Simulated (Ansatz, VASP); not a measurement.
**KI: VASP beside Ansatz**

File INCAR:

```
ALGO = Normal ; EDIFF = 1E-7
ENCUT = 520 ; GGA = PE
ISIF = 2 ; ISMEAR = 0
LASPH = True ; LCHARG = False
LREAL = False ; LWAVE = False
NBANDS = 15 ; NELM = 100
PREC = Accurate ; SIGMA = 0.05
```

The input KPOINTS:

```
k-points
0
Gamma
  6 6 6
```

Contents of POSCAR:

```
KI
1.0
    0.0000000000      3.3483225000      3.7007775000
    3.3483225000      0.0000000000      3.7007775000
    3.3483225000      3.3483225000      0.0000000000
K I
1 1
Direct
    0.0000000000      0.0000000000      0.0000000000
    0.5000000000      0.5000000000      0.5000000000
```

Input for Ansatz:

```yaml
crystal:
  lattice:
    - [0.0, 3.3483225, 3.7007775]
    - [3.3483225, 0.0, 3.7007775]
    - [3.3483225, 3.3483225, 0.0]
  atoms:
    - { symbol: K, position: [0.0, 0.0, 0.0] }
    - { symbol: I, position: [0.5, 0.5, 0.5] }
basis:
  ecutwfc: 420
kpoints:
  mp_grid: { grid: [6, 6, 6] }
hamiltonian:
  xc: pbe
scf:
  occupations: { method: gaussian, width: 0.05 }
output:
  forces: true
  stress: true
  eigenvalues: true
```

Change from the starting cell: strain -0.050 along x and y, +0.050 along z, atoms carried along.

Alike in both runs: task single point; functional PBE; k mesh 6 × 6 × 6; occupations gaussian, width 0.05 eV; no spin polarisation.

```csv
,VASP,Ansatz
version,VASP 6.6.1,Ansatz 0.2.0
potentials or method,"VASP PAW PBE potentials, release 64 (K_sv, I), cutoff 520 eV","scalar-relativistic, plane waves, PAW"
valence electrons in the cell,16,26
```

VASP gave:

* gap on the k mesh at the Fermi level (eV): 4.06
* least direct gap on the mesh (eV): 4.06
* pressure (GPa): 2.0
* traceless stress, the component that is largest in VASP (GPa): -2.10

Estimate Ansatz's values.

gap on the k mesh at the Fermi level (eV): 4.06; least direct gap on the mesh (eV): 4.06; pressure (GPa): 1.9; traceless stress, the component that is largest in VASP (GPa): -2.08.

The functional is the same, so the differences come from potentials, cutoffs and numerics. VASP's potentials hold 16 valence electrons a cell and Ansatz's 26, so a difference there can come from the potentials and not from the codes.

Spin-orbit coupling is off throughout.
